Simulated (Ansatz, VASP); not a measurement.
**One calculation of InSb3, two programs**

The input INCAR:

```
SYSTEM = InSb3
PREC = Accurate ; ENCUT = 520
EDIFF = 1E-7 ; ISMEAR = 0
SIGMA = 0.15 ; LREAL = .False.
LASPH = .True. ; NELM = 60
ALGO = Normal ; ISIF = 2
LWAVE = .False. ; LCHARG = .False.
GGA = PS ; NBANDS = 22
```

The input KPOINTS:

```
Automatic mesh
0
Gamma
  10 10 10
  0 0 0
```

File POSCAR:

```
InSb3
1.0
    4.4165795923      0.0000000000      0.0000000000
    0.0000000000      4.4165795923      0.0000000000
    0.0000000000      0.0000000000      4.9863183597
In Sb
1 3
Direct
    0.0000000000      0.0000000000      0.0000000000
    0.5000000000      0.0000000000      0.5000000000
    0.0000000000      0.5000000000      0.5000000000
    0.5000000000      0.5000000000      0.0000000000
```

Input for Ansatz:

```yaml
crystal:
  lattice:
    - [4.4165795923, 0.0, 0.0]
    - [0.0, 4.4165795923, 0.0]
    - [0.0, 0.0, 4.9863183597]
  atoms:
    - { symbol: In, position: [0.0, 0.0, 0.0] }
    - { symbol: Sb, position: [0.5, 0.0, 0.5] }
    - { symbol: Sb, position: [0.0, 0.5, 0.5] }
    - { symbol: Sb, position: [0.5, 0.5, 0.0] }
basis:
  ecutwfc: 420
kpoints:
  mp_grid: { grid: [10, 10, 10] }
hamiltonian:
  xc: pbesol
  pseudopotentials: { kind: paw, azcp: { folder: soft_1 } }
scf:
  occupations: { method: gaussian, width: 0.15 }
output:
  forces: true
  stress: true
  eigenvalues: true
```

Alike in both runs: task single point; functional PBEsol; k mesh 10 × 10 × 10; occupations gaussian, width 0.15 eV; no spin polarisation.

|  | VASP | Ansatz |
| --- | --- | --- |
| version | VASP 6.6.1 | Ansatz 0.2.0 |
| potentials or method | VASP PAW PBE potentials, release 64 (In_d, Sb), cutoff 520 eV | scalar-relativistic, plane waves, PAW |
| valence electrons in the cell | 28 | 58 |

Ansatz gave:

```
gap on the k mesh at the Fermi level (eV)                     : none
pressure (GPa)                                                : 6.1
traceless stress, the component that is largest in VASP (GPa) : -0.05
```

**Question.** Which values does VASP return?

**Answer.** gap on the k mesh at the Fermi level (eV): none; pressure (GPa): 6.1; traceless stress, the component that is largest in VASP (GPa): -0.08.

VASP's potentials were made for PBE, not for PBEsol, and Ansatz warns of the same on its side. A gap of «none» marks a metal or a gap that the smearing closes. VASP's potentials hold 28 valence electrons a cell and Ansatz's 58, so a difference there can come from the potentials and not from the codes.

Spin-orbit coupling is off throughout.
